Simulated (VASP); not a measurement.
# Mn (P6_3/mmc) in VASP: relaxation of cell and atoms with PBEsol

Aim: the relaxation of cell and atoms of Mn with PBEsol.

Everything below comes from runs of VASP 6.6.1. Logs are shortened: lines on timing, memory, paths and dates and some standing lists are left out, and cuts for length are marked.

## (1) The cell of the first run

Symmetry: P6_3/mmc, No. 194, hexagonal system. Conventional cell: a = 2.452 Å, b = 2.452 Å, c = 7.930 Å, α = 90.00°, β = 90.00°, γ = 120.00°. Within 3.2 Å of Mn (site symmetry -3m) lie 12 Mn at 2.44 to 2.45 Å. Within 3.2 Å of Mn (site symmetry -6m2) lie 12 Mn at 2.44 to 2.45 Å.

## (2) Relaxation of cell and atoms, PBEsol

Input file INCAR:

```
  PREC = Accurate
  ENCUT = 600
  EDIFF = 1E-6
  ISMEAR = 0
  SIGMA = 0.1
  LREAL = F
  LASPH = T
  NELM = 100
  ALGO = Fast
  ISIF = 3
  LWAVE = F
  LCHARG = F
  GGA = PS
  IBRION = 2
  NSW = 65
  EDIFFG = -0.01
```

Input file KPOINTS:

```
Automatic mesh
0
Gamma
  21 21 5
```

Input file POSCAR:

```
Mn
1.0
    2.4516549690      0.0000000000      0.0000000000
   -1.2258274845      2.1231954845      0.0000000000
    0.0000000000      0.0000000000      7.9297089889
Mn
4
Direct
    0.0000000000      0.0000000000      0.0000000000
    0.3333333333      0.6666666667      0.2500000000
    0.0000000000      0.0000000000      0.5000000000
    0.6666666667      0.3333333333      0.7500000000
```

Potentials or basis: VASP PAW PBE potentials, release 64 (Mn_pv).

Command:

```console
$ cat potpaw_PBE.64/Mn_pv/POTCAR > POTCAR
$ mpirun -np 1 vasp_std > vasp.out
```

OUTCAR:

```text
PREC = Accurate
   ENCUT = 600
   EDIFF = 1E-6
   ISMEAR = 0
   LREAL = F
   LASPH = T
   NELM = 100
   ISIF = 3
   GGA = PS
   IBRION = 2
   NSW = 65
   EDIFFG = -0.01

 ion  position               nearest neighbor table
   1  0.000  0.000  0.000-   2 2.44   4 2.44   4 2.44   2 2.44   4 2.44   2 2.44
   2  0.333  0.667  0.250-   1 2.44   3 2.44   1 2.44   3 2.44   1 2.44   3 2.44
   3  0.000  0.000  0.500-   2 2.44   4 2.44   4 2.44   2 2.44   4 2.44   2 2.44
   4  0.667  0.333  0.750-   1 2.44   3 2.44   1 2.44   3 2.44   1 2.44   3 2.44

  LATTYP: Found a hexagonal cell.
 ALAT       =     2.4516549690
 C/A-ratio  =     3.2344310636

  Lattice vectors:

 A1 = (   2.4516549690,   0.0000000000,   0.0000000000)
 A2 = (  -1.2258274845,   2.1231954845,   0.0000000000)
 A3 = (   0.0000000000,   0.0000000000,   7.9297089889)

Analysis of symmetry for initial positions (statically):
=====================================================================
 Subroutine PRICEL returns:
 Original cell was already a primitive cell.

 Routine SETGRP: Setting up the symmetry group for a
 hexagonal supercell.

 Subroutine GETGRP returns: Found 24 space group operations
 (whereof 12 operations were pure point group operations)
 out of a pool of 24 trial point group operations.

The static configuration has the point symmetry D_3d.
 The point group associated with its full space group is D_6h.

Analysis of symmetry for dynamics (positions and initial velocities):
=====================================================================
 Subroutine PRICEL returns:
 Original cell was already a primitive cell.

 Routine SETGRP: Setting up the symmetry group for a
 hexagonal supercell.

 Subroutine GETGRP returns: Found 24 space group operations
 (whereof 12 operations were pure point group operations)
 out of a pool of 24 trial point group operations.

The dynamic configuration has the point symmetry D_3d.
 The point group associated with its full space group is D_6h.

 Subroutine INISYM returns: Found 24 space group operations
 (whereof 12 operations are pure point group operations),
 and found     1 'primitive' translations

----------------------------------------------------------------------------------------

                                     Primitive cell

  volume of cell :      41.2769

  direct lattice vectors                    reciprocal lattice vectors
     2.451654969  0.000000000  0.000000000     0.407887738  0.235494095  0.000000000
    -1.225827484  2.123195485  0.000000000     0.000000000  0.470988191  0.000000000
     0.000000000  0.000000000  7.929708989     0.000000000  0.000000000  0.126108033

  length of vectors
     2.451654969  2.451654969  7.929708989     0.470988191  0.470988191  0.126108033

  position of ions in fractional coordinates (direct lattice)
     0.000000000  0.000000000  0.000000000
     0.333333333  0.666666667  0.250000000
     0.000000000  0.000000000  0.500000000
     0.666666667  0.333333333  0.750000000

  ion indices of the primitive-cell ions
   primitive index   ion index
                 1           1
                 2           2
                 3           3
                 4           4

----------------------------------------------------------------------------------------

 KPOINTS: Automatic mesh

Automatic generation of k-mesh.
 Grid dimensions read from file:
 generate k-points for:   21   21    5

 Generating k-lattice:

  Cartesian coordinates                     Fractional coordinates (reciprocal lattice)
     0.019423226  0.011214005  0.000000000     0.047619048  0.000000000  0.000000000
     0.000000000  0.022428009  0.000000000     0.000000000  0.047619048  0.000000000
     0.000000000  0.000000000  0.025221607     0.000000000  0.000000000  0.200000000

  Length of vectors
     0.022428009  0.022428009  0.025221607

  Shift w.r.t. Gamma in fractional coordinates (k-lattice)
     0.000000000  0.000000000  0.000000000

 Subroutine IBZKPT returns following result:
 ===========================================

 Found    144 irreducible k-points:

 Following reciprocal coordinates:
            Coordinates               Weight
  0.000000  0.000000  0.000000      1.000000
  0.047619  0.000000  0.000000      6.000000
  0.095238  0.000000  0.000000      6.000000
  0.142857  0.000000  0.000000      6.000000
  0.190476  0.000000  0.000000      6.000000
  0.238095  0.000000  0.000000      6.000000
[... 16 lines left out ...]
  0.142857  0.095238  0.000000     12.000000
  0.190476  0.095238  0.000000     12.000000
 [... further k-points ...]
   k-points           NKPTS =    144   k-points in BZ     NKDIM =    144   number of bands    NBANDS=     31
   number of dos      NEDOS =    301   number of ions     NIONS =      4
   total plane-waves  NPLWV =  25600
   dimension x,y,z NGX =    20 NGY =   20 NGZ =   64
   dimension x,y,z NGXF=    40 NGYF=   40 NGZF=  128
   ions per type =               4
   NGX,Y,Z   is equivalent  to a cutoff of  13.56, 13.56, 13.42 a.u.
   NGXF,Y,Z  is equivalent  to a cutoff of  27.12, 27.12, 26.84 a.u.
 SYSTEM =  unknown system
   PREC   = accura    normal or accurate (medium, high low for compatibility)
   ISTART =      0    job   : 0-new  1-cont  2-samecut
   ICHARG =      2    charge: 1-file 2-atom 10-const
   ISPIN  =      1    spin polarized calculation?
   LNONCOLLINEAR =      F non collinear calculations
   LSORBIT =      F    spin-orbit coupling
   LASPH  =      T    aspherical Exc in radial PAW
   ENCUT  =  600.0 eV  44.10 Ry    6.64 a.u.   4.90  4.90 15.84*2*pi/ulx,y,z
   NELM   =    100;   NELMIN=  2; NELMDL= -5     # of ELM steps
   EDIFF  = 0.1E-05   stopping-criterion for ELM
   LREAL  =      F    real-space projection
   EDIFFG = -.1E-01   stopping-criterion for IOM
   NSW    =     65    number of steps for IOM
   IBRION =      2    ionic relax: 0-MD 1-quasi-New 2-CG
   NFREE  =      1    steps in history (QN), initial steepest desc. (CG)
   ISIF   =      3    stress and relaxation
   ISYM   =      2    0-nonsym 1-usesym 2-fastsym
   POTIM  = 0.5000    time-step for ionic-motion
   TEBEG  =    0.0;   TEEND  =   0.0 temperature during run
   PSTRESS=    0.0 pullay stress
   NELECT =      52.0000    total number of electrons
   NUPDOWN=      -1.0000    fix difference up-down
   EMIN   =  10.00;   EMAX   =-10.00  energy-range for DOS
   EFERMI =   0.00;   METHOD = LEGACY
   ISMEAR =     0;   SIGMA  =   0.10  broadening in eV -4-tet -1-fermi 0-gaus
   EFERMI_NEDOS =   21; number of points for ismear=-14 and -15
   IALGO  =     68    algorithm
   IMIX   =      4    mixing-type and parameters
     AMIX     =   0.40;   BMIX     =  1.00
     AMIX_MAG =   1.60;   BMIX_MAG =  1.00
  volume/ion in A,a.u.               =      10.32        69.64
  Fermi-wavevector in a.u.,A,eV,Ry     =   1.768101  3.341227 42.534280  3.126181
  Thomas-Fermi vector in A             =   2.835355
   LORBIT       =      0    0 simple, 1 ext, 2 COOP (PROOUT), +10 PAW based schemes
   GGA     = PS    functional components
   LHFCALC =     F    Hartree Fock is set to
   AEXX    =    0.0000 exact exchange contribution
   IVDW    =     0    specifies the selected vdW correction
   LEPSILON=     F    determine dielectric tensor
   LRPA    =     F    only Hartree local field effects (RPA)
 conjugate gradient relaxation of ions
 non-spin polarized calculation
 RMM-DIIS sequential band-by-band and
 Gauss-broadening in eV      SIGMA  =   0.10
  energy-cutoff  :      600.00
  volume of cell :       41.28
 maximum number of plane-waves:      1410
 NGX is ok and might be reduce to    20
   NGX =  9   NGY =  9   NGZ = 31

--------------------------------------- Ionic step        1  -------------------------------------------

 number of electron      52.0000006 magnetization

 Free energy of the ion-electron system (eV)
  ---------------------------------------------------
  ext. energy  EPLUGINS =         0.00000000
  ---------------------------------------------------
  free energy    TOTEN  =       -38.84023486 eV

  energy without entropy =      -38.81592021  energy(sigma->0) =      -38.82807754

------------------------ aborting loop because EDIFF is reached ----------------------------------------

  FORCE on cell =-STRESS in cart. coord.  units (eV):
  Direction    XX          YY          ZZ          XY          YZ          ZX
  --------------------------------------------------------------------------------------
  -------------------------------------------------------------------------------------
  Total        0.0417090      0.0417090     -0.2267261      0.0000000      0.0000000      0.0000000
  in kB        1.6189519      1.6189519     -8.8004620      0.0000000      0.0000000      0.0000000
  external PRESSURE =      -1.8541860 kB  Pullay stress =       0.0000000 kB
[... 137 lines left out ...]
  energy  without entropy=      -38.8158078650  energy(sigma->0) =      -38.82810173

--------------------------------------- Ionic step        5  -------------------------------------------

 number of electron      52.0000000 magnetization

 Free energy of the ion-electron system (eV)
  ---------------------------------------------------
  ext. energy  EPLUGINS =         0.00000000
  ---------------------------------------------------
  free energy    TOTEN  =       -38.84048719 eV

  energy without entropy =      -38.81600295  energy(sigma->0) =      -38.82824507

 E-fermi :  10.8594     XC(G=0): -14.4405

 val. band max:       10.8592227677   @ k =   0.3333   0.0476   0.0000
 cond. band min:      10.8601039033   @ k =   0.1429   0.0476   0.2000
 fundamental gap:      0.0008811356
 Fermi energy:        10.8594479385

 k-point     1 :       0.0000    0.0000    0.0000
  band No.  band energies     occupation
      1     -37.4257      2.00000
      2     -37.0221      2.00000
      3     -36.9405      2.00000
      4     -36.6445      2.00000
      5     -36.6445      2.00000
      6     -36.5886      2.00000
[... 805 lines left out ...]
     30      11.4957      0.00000
     31      11.8319      0.00000

 [... further k-points ...]
[... 5 lines left out ...]
  --------------------------------------------------------------------------------------
  -------------------------------------------------------------------------------------
  Total       -0.0127441     -0.0127441     -0.0015101      0.0000000     -0.0000000      0.0000000
  in kB       -0.4949224     -0.4949224     -0.0586437      0.0000000     -0.0000000      0.0000000
  external PRESSURE =      -0.3494961 kB  Pullay stress =       0.0000000 kB
[... 19 lines left out ...]
  FREE ENERGIE OF THE ION-ELECTRON SYSTEM (eV)
  ---------------------------------------------------
  free  energy   TOTEN  =       -38.8404871850 eV

  energy  without entropy=      -38.8160029524  energy(sigma->0) =      -38.82824507

 reached required accuracy - stopping structural energy minimisation
```

It took 12 min on 1 thread of Intel Xeon Platinum 8259CL at 2.50GHz (Skylake/Cascade Lake), shared host; peak memory 0.29 GiB.

Results:

- Free energy: -38.8405 eV
- Relaxed volume: 10.31 Å³/atom
- Relaxed cell: a = 2.454 Å, b = 2.454 Å, c = 7.913 Å, α = 90.00°, β = 90.00°, γ = 120.00°
- Space group after relaxing (to 0.05 Å): P6_3/mmc (No. 194)
- Energy gained by relaxing: 0.1 meV/atom
- Ionic steps: 5
- Pressure after relaxing: 0.0 GPa
- Band gap on the k mesh: zero (band 26 reaches 12.18 eV, above the bottom of band 27 at 9.95 eV)

Step by step:
```csv
step,energy change (eV),largest force (eV/Å),pressure (GPa),volume (Å³)
1,0.0000,0.0000,-0.19,41.28
2,-0.0002,0.0000,0.34,41.21
3,-0.0002,0.0000,0.27,41.23
4,-0.0002,0.0000,-0.52,41.30
5,-0.0003,0.0000,-0.03,41.26
```

Final structure:
```
CELL_PARAMETERS angstrom
2.45354 0.00000 0.00000
-1.22677 2.12483 0.00000
0.00000 0.00000 7.91347
ATOMIC_POSITIONS crystal
Mn 0.00000 0.00000 0.00000
Mn 0.33333 0.66667 0.25000
Mn 0.00000 0.00000 0.50000
Mn 0.66667 0.33333 0.75000
```

Caveat: the PAW data sets were made with another functional, which shifts forces and pressure a little; the run has no spin polarisation, though such a crystal can be magnetic.
